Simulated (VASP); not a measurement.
# Au (Pm-3m) in VASP: notebook, part 2 of 2

VASP 6.6.1. Earlier steps stand in the parts before.

### Step 5. Relaxation of cell and atoms, r2SCAN, target pressure 45 GPa, at which the enthalpy is minimised

POSCAR

```
Au
1.0
    2.6500000000      0.0000000000      0.0000000000
    0.0000000000      2.6500000000      0.0000000000
    0.0000000000      0.0000000000      2.6500000000
Au
1
Direct
    0.0000000000      0.0000000000      0.0000000000
```

INCAR.step1

```
ALGO = Normal
EDIFF = 1E-4
ENCUT = 600
GGA = PE
ISMEAR = 0
LASPH = True
LCHARG = False
LREAL = False
LWAVE = True
NELM = 60
PREC = Accurate
SIGMA = 0.05
```

INCAR.step2

```
ALGO = Normal
EDIFF = 1E-6
EDIFFG = -0.03
ENCUT = 600
IBRION = 2
ISIF = 3
ISMEAR = 0
ISTART = 1
LASPH = True
LCHARG = False
LMIXTAU = True
LREAL = False
LWAVE = False
METAGGA = R2SCAN
NELM = 60
NSW = 80
PREC = Accurate
PSTRESS = 450.0
SIGMA = 0.05
```

KPOINTS

```
k-points
0
Gamma
  8 8 8
```

Potentials or basis: VASP PAW PBE potentials, release 64 (Au).

Command:

```console
cat potpaw_PBE.64/Au/POTCAR > POTCAR
cp INCAR.step1 INCAR
mpirun -np 1 vasp_std > vasp.out
cp INCAR.step2 INCAR
mpirun -np 1 vasp_std > vasp.out
```

OUTCAR:

```text
EDIFF = 1E-6
   EDIFFG = -0.03
   ENCUT = 600
   IBRION = 2
   ISIF = 3
   ISMEAR = 0
   ISTART = 1
   LASPH = True
   LREAL = False
   METAGGA = R2SCAN
   NELM = 60
   NSW = 80
   PREC = Accurate
   PSTRESS = 450.0

 ion  position               nearest neighbor table
   1  0.000  0.000  0.000-

  LATTYP: Found a simple cubic cell.
 ALAT       =     2.6500000000

  Lattice vectors:

 A1 = (   2.6500000000,   0.0000000000,   0.0000000000)
 A2 = (   0.0000000000,   2.6500000000,   0.0000000000)
 A3 = (   0.0000000000,   0.0000000000,   2.6500000000)

Analysis of symmetry for initial positions (statically):
=====================================================================
 Subroutine PRICEL returns:
 Original cell was already a primitive cell.

 Routine SETGRP: Setting up the symmetry group for a
 simple cubic supercell.

 Subroutine GETGRP returns: Found 48 space group operations
 (whereof 48 operations were pure point group operations)
 out of a pool of 48 trial point group operations.

The static configuration has the point symmetry O_h .
[... 162 lines left out ...]

------------------------ aborting loop because EDIFF is reached ----------------------------------------

  FORCE on cell =-STRESS in cart. coord.  units (eV):
  Direction    XX          YY          ZZ          XY          YZ          ZX
  --------------------------------------------------------------------------------------
  -------------------------------------------------------------------------------------
  Total        1.5444316      1.5444316      1.5444316      0.0000000      0.0000000      0.0000000
  in kB      132.9663203    132.9663203    132.9663203      0.0000000      0.0000000      0.0000000
  external PRESSURE =    -317.0336797 kB  Pullay stress =     450.0000000 kB
[... 24 lines left out ...]
--------------------------------------- Ionic step        2  -------------------------------------------

 number of electron      11.0000000 magnetization

 E-fermi :  20.4795     XC(G=0): -17.1629

 val. band max:       20.2951663615   @ k =   0.5000   0.1250   0.1250
 cond. band min:      20.5283580308   @ k =   0.5000   0.3750   0.3750
 fundamental gap:      0.2331916694
 Fermi energy:        20.4794618257

 k-point     1 :       0.0000    0.0000    0.0000
  band No.  band energies     occupation
      1       3.8874      2.00000
      2       5.9001      2.00000
      3       5.9001      2.00000
      4      18.6105      2.00000
      5      18.6105      2.00000
      6      18.6105      2.00000
      7      38.0603      0.00000
      8      38.0603      0.00000
      9      38.0603      0.00000
[... 386 lines left out ...]
--------------------------------------- Ionic step        5  -------------------------------------------

 number of electron      11.0000000 magnetization

 Free energy of the ion-electron system (eV)
  ---------------------------------------------------
  ext. energy  EPLUGINS =         0.00000000
  ---------------------------------------------------
  free energy    TOTEN  =       -49.96389329 eV

  energy without entropy =      -49.96333927  energy(sigma->0) =      -49.96361628

 E-fermi :   9.9278     XC(G=0): -13.8072

 val. band max:        9.8736705459   @ k =   0.3750   0.3750   0.0000
 cond. band min:       9.9459266987   @ k =   0.5000   0.5000   0.0000
 fundamental gap:      0.0722561528
 Fermi energy:         9.9278073197

 k-point     1 :       0.0000    0.0000    0.0000
  band No.  band energies     occupation
      1      -0.4763      2.00000
      2       1.7988      2.00000
      3       1.7988      2.00000
      4       8.1201      2.00000
      5       8.1201      2.00000
      6       8.1201      2.00000
      7      25.6200      0.00000
      8      25.6200      0.00000
      9      25.6200      0.00000
[... 308 lines left out ...]
  energy  without entropy=      -49.9633392741  energy(sigma->0) =      -49.96361628

  enthalpy is  TOTEN    =       -45.3887374777 eV   P V=        4.5751558150

 reached required accuracy - stopping structural energy minimisation
```

OUTCAR.step1:

```text
EDIFF = 1E-4
   ENCUT = 600
   GGA = PE
   ISMEAR = 0
   LASPH = True
   LREAL = False
[... 503 lines left out ...]

 POSITION                                       TOTAL-FORCE (eV/Angst)
 -----------------------------------------------------------------------------------
      0.00000      0.00000      0.00000         0.000000      0.000000      0.000000
 -----------------------------------------------------------------------------------
    total drift:                                0.000000     -0.000000      0.000000

  FREE ENERGIE OF THE ION-ELECTRON SYSTEM (eV)
  ---------------------------------------------------
  free  energy   TOTEN  =        -2.9285389632 eV

  energy  without entropy=       -2.9274594486  energy(sigma->0) =       -2.92799921
```

It took 57 s on 1 thread of Intel Xeon 6975P-C (Granite Rapids), shared host; peak memory 0.16 GiB.

What came out:

```yaml
Free_energy: -49.9639 eV
Relaxed_volume: 16.29 Å³/atom
Relaxed_cell: a = 2.535 Å, b = 2.535 Å, c = 2.535 Å, α = 90.00°, β = 90.00°, γ = 90.00°
Space_group_after_relaxing_to_0.05_Å: Pm-3m (No. 221)
Energy_change_on_relaxing_the_enthalpy_is_what_falls: +393.6 meV/atom
Ionic_steps: 5
Pressure_after_relaxing: 45.2 GPa
```

The path:
| step | energy change (eV) | largest force (eV/Å) | pressure (GPa) | volume (Å³) |
| --- | --- | --- | --- | --- |
| 1 | 0.0000 | 0.0000 | 13.30 | 18.61 |
| 2 | 7.6015 | 0.0000 | 496.07 | 10.35 |
| 3 | 0.2725 | 0.0000 | 36.18 | 16.77 |
| 4 | 0.3270 | 0.0000 | 40.27 | 16.54 |
| 5 | 0.3936 | 0.0000 | 45.19 | 16.29 |

Final structure:
```yaml
crystal:
  lattice:
    - [2.53494, 0.00000, 0.00000]
    - [0.00000, 2.53494, 0.00000]
    - [0.00000, 0.00000, 2.53494]
  atoms:
    - { symbol: Au, position: [0.00000, 0.00000, 0.00000] }
```

Caveat: the cell is relaxed towards a set pressure, so the enthalpy falls and the energy may rise; the PAW data sets were made with another functional, which shifts forces and pressure a little; spin-orbit coupling is left out, which moves the levels of the heavy elements.

### Step 6. The runs side by side

```tsv
cell	gap on the mesh (eV)	pressure (GPa)
relaxed	none	0.0
relaxed to 15 GPa	none	15.0
relaxed to 30 GPa	none	30.1
relaxed to 45 GPa	none	45.2
```

Alike in all rows: task relaxation of cell and atoms; level r2SCAN; potentials or basis VASP PAW PBE potentials, release 64 (Au); no spin polarisation; k mesh 8 × 8 × 8; cutoff (eV) 600; smearing gaussian 0.05 eV.

Caveats: the PAW data sets were made with another functional, which shifts forces and pressure a little; spin-orbit coupling is left out, which moves the levels of the heavy elements; the cell is relaxed towards a set pressure, so the enthalpy falls and the energy may rise (some runs).

Absolute energies hang on the potentials; compare differences alone.
